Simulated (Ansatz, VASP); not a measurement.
## Sb: VASP beside Ansatz

```
Sb
1.0
     2.18790    1.26319    3.84317
    -2.18790    1.26319    3.84317
     0.00000   -2.52637    3.84317
Sb
2
Direct
  0.23268 0.23268 0.23268
  0.76732 0.76732 0.76732
```

Alike in both runs: task single point; functional PBE; k mesh 9 × 9 × 9; occupations methfessel-paxton of order 1, width 0.6 eV; no spin polarisation.

|  | VASP | Ansatz |
| --- | --- | --- |
| version | VASP 6.6.1 | Ansatz 0.2.0 |
| potentials or method | VASP PAW PBE potentials, release 64 (Sb), cutoff 520 eV | plane waves (420 eV) with PAW, scalar-relativistic |
| valence electrons in the cell | 10 | 30 |

Ansatz gave:

- pressure (GPa): -0.1
- traceless stress, the component that is largest in VASP (GPa): 0.06

Q: Which values does VASP return?

A: Pressure (GPa): 0.0; traceless stress, the component that is largest in VASP (GPa): 0.03.

VASP's potentials hold 10 valence electrons a cell and Ansatz's 30, so a difference there can come from the potentials and not from the codes.

Neither program's run includes spin-orbit coupling.
